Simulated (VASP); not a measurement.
A run of VASP 6.6.1 is set up as follows.

Contents of POSCAR:

```
MgTe
1.0
    4.4854548200      0.0000000000      0.0000000000
   -2.2427274100      3.8845178300      0.0000000000
    0.0000000000      0.0000000000      7.3026661400
Mg Te
2 2
Direct
    0.3333333300      0.6666666700      0.0043523900
    0.6666666700      0.3333333300      0.5043523900
    0.3333333300      0.6666666700      0.3806476100
    0.6666666700      0.3333333300      0.8806476100
```

INCAR.step1

```
ALGO = Normal ; EDIFF = 1E-5
EDIFFG = -0.01 ; ENCUT = 580
GGA = PE ; GGA_COMPAT = False
IBRION = 2 ; ISMEAR = -1
LASPH = True ; LCHARG = False
LREAL = False ; LWAVE = True
NELM = 120 ; NELMIN = 4
NSW = 100 ; PREC = Accurate
SIGMA = 0.02
```

Contents of INCAR.step2:

```
ALGO = Normal ; EDIFF = 1E-7
EDIFFG = -0.01 ; ENCUT = 580
GGA_COMPAT = False ; IBRION = 2
ISIF = 2 ; ISMEAR = -1
ISTART = 1 ; LASPH = True
LCHARG = False ; LMIXTAU = True
LREAL = False ; LWAVE = False
METAGGA = R2SCAN ; NELM = 120
NELMIN = 4 ; NSW = 50
PREC = Accurate ; SIGMA = 0.02
```

File KPOINTS:

```
k-points
0
Gamma
  6 6 4
```

Potentials or basis: VASP PAW PBE potentials, release 64 (Mg, Te).

Command:

```console
$ cat potpaw_PBE.64/Mg/POTCAR potpaw_PBE.64/Te/POTCAR > POTCAR
$ cp INCAR.step1 INCAR
$ mpirun -np 1 vasp_std > vasp.out
$ cp INCAR.step2 INCAR
$ mpirun -np 1 vasp_std > vasp.out
```

Q: What does it give for the band gap on the k mesh?

A: 3.45 eV.

Final structure:
```yaml
crystal:
  lattice:
    - [4.48545, 0.00000, 0.00000]
    - [-2.24273, 3.88452, 0.00000]
    - [0.00000, 0.00000, 7.30267]
  atoms:
    - { symbol: Mg, position: [0.33333, 0.66667, 0.00435] }
    - { symbol: Mg, position: [0.66667, 0.33333, 0.50435] }
    - { symbol: Te, position: [0.33333, 0.66667, 0.38065] }
    - { symbol: Te, position: [0.66667, 0.33333, 0.88065] }
```

Caveat: the relaxation stopped at its first step, so nothing moved; spin-orbit coupling is left out, which moves the levels of the heavy elements. r2SCAN opens gaps a little over a GGA but as a rule still falls short of measured ones.
